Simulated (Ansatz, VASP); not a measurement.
## Rb: VASP beside Ansatz

```xyz
1
Lattice="-2.7411 2.7411 2.7411 2.7411 -2.7411 2.7411 2.7411 2.7411 -2.7411" Properties=species:S:1:pos:R:3 pbc="T T T"
Rb    0.0000    0.0000    0.0000
```

Alike in both runs: task single point; functional LDA; k mesh 14 × 14 × 14; occupations gaussian, width 0.15 eV; no spin polarisation.

|  | VASP | Ansatz |
| --- | --- | --- |
| version | VASP 6.6.1 | Ansatz 0.2.0 |
| potentials or method | VASP PAW LDA potentials, release 64 (Rb_sv), cutoff 520 eV | scalar-relativistic, plane waves, PAW |
| valence electrons in the cell | 9 | 9 |

|  | VASP | Ansatz | Ansatz less VASP |
| --- | --- | --- | --- |
| gap on the k mesh at the Fermi level (eV) | none | none | - |
| pressure (GPa) | -0.2 | -0.2 | 0.00 |

LDA's correlation is that of Perdew and Zunger in VASP and of Perdew and Wang (1992) in Ansatz. A gap of «none» marks a metal or a gap that the smearing closes.
